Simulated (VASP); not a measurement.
**Ir: single point with PBE0**

Crystal: Ir.

```xyz
2
Lattice="2.7514 0.0000 0.0000 -1.3757 2.3828 0.0000 0.0000 0.0000 4.4623" Properties=species:S:1:pos:R:3 pbc="T T T"
Ir    0.0000    1.5885    1.1156
Ir    1.3757    0.7943    3.3467
```

This isn't the form of Ir at room conditions, which is fcc.

| Quantity | Value |
| --- | --- |
| Program | VASP 6.6.1 |
| Task | single point |
| Functional | PBE0 |
| Potentials or basis | VASP PAW PBE potentials, release 64 (Ir) |
| Cutoff | 520 eV |
| k mesh | 5 × 5 × 3 |
| Occupations | fermi-dirac, width 0.05 eV |
| Spin | non-collinear spin, zero start, spin-orbit coupling |
| Starting moments | [[0.0, 0.0, 0.0], [0.0, 0.0, 0.0]] μB |
| Dipole correction | no |
| Grid for exact exchange (PRECFOCK) | Normal |
| Further INCAR settings | ALGO = Normal; EDIFF = 1e-06; NBANDS = 30 |
| Share of exact exchange | 0.25 |

```json
{"Pressure": "-8.5 GPa", "Net moment": "0.00 μB per cell", "Valence electrons inside the program's atomic spheres": "Ir 8.30"}
```

Stress tensor (GPa, compression positive):
```
-10.92   0.00   0.00
  0.00 -10.92   0.00
  0.00   0.00  -3.70
```

Moments on the atoms (μB; x, y, z):
```
Ir  0.00 0.00 0.00
Ir  0.00 0.00 0.00
```

Wall time 48 min on 1 thread of Intel(R) Xeon(R) 6975P-C (Granite Rapids), with other jobs on the host, peak memory 0.23 GiB.

Caveat: the k points lie up to 0.53 Å⁻¹ apart; the PAW data sets were made with another functional, which shifts forces and pressure a little.
